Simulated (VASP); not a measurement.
Wanted: the native input for a VASP 6.6.1 run.

* Task: single point
* Functional: r2SCAN
* Potentials or basis: VASP PAW PBE potentials, release 64 (Be, S)
* Cutoff: 520 eV
* k mesh: 8 × 8 × 8
* Occupations: gaussian, width 0.01 eV
* Spin: no spin polarisation
* Dipole correction: no
* Further INCAR settings: ALGO = Normal; EDIFF = 1e-06; NBANDS = 11

BeS:

```
CELL_PARAMETERS angstrom
2.36471 2.36471 0.00000
-2.36471 2.36471 0.00000
0.00000 2.36471 2.36471
ATOMIC_POSITIONS crystal
Be 0.00000 0.00000 0.00000
S 0.75000 0.25000 0.50000
```

One way to write it, as run:

POSCAR

```
BeS
1.0
    2.3647110050      2.3647110050      0.0000000000
   -2.3647110050      2.3647110050      0.0000000000
    0.0000000000      2.3647110050      2.3647110050
Be S
1 1
Direct
    0.0000000000      0.0000000000      0.0000000000
    0.7500000000      0.2500000000      0.5000000000
```

INCAR.step1

```
  PREC = Accurate
  ENCUT = 520
  ISMEAR = 0
  SIGMA = 0.01
  LREAL = F
  LASPH = T
  NELM = 60
  NBANDS = 11
  GGA = PE
  ALGO = Normal
  EDIFF = 1E-4
  LWAVE = T
  LCHARG = F
```

INCAR.step2

```
  PREC = Accurate
  ENCUT = 520
  EDIFF = 1E-6
  ISMEAR = 0
  SIGMA = 0.01
  LREAL = F
  LASPH = T
  NELM = 60
  ALGO = Normal
  ISIF = 2
  LWAVE = F
  LCHARG = F
  METAGGA = R2SCAN
  LMIXTAU = T
  NBANDS = 11
  ISTART = 1
```

KPOINTS

```
regular mesh
0
Gamma
  8 8 8
```

Potentials or basis: VASP PAW PBE potentials, release 64 (Be, S).

Run with:

```bash
$ cat potpaw_PBE.64/Be/POTCAR potpaw_PBE.64/S/POTCAR > POTCAR
$ cp INCAR.step1 INCAR
$ mpirun -np 1 vasp_std > vasp.out
$ cp INCAR.step2 INCAR
$ mpirun -np 1 vasp_std > vasp.out
```

Results of the run:

The pressure is 10.3 GPa and the band gap on the k mesh is 3.39 eV (least direct gap 6.20 eV).

Caveat: the cell stands under pressure; the PAW data sets were made with another functional, which shifts forces and pressure a little.

Run time: 70 s on 1 thread of Intel Xeon 8259CL, on a shared host, peak memory 0.16 GiB.
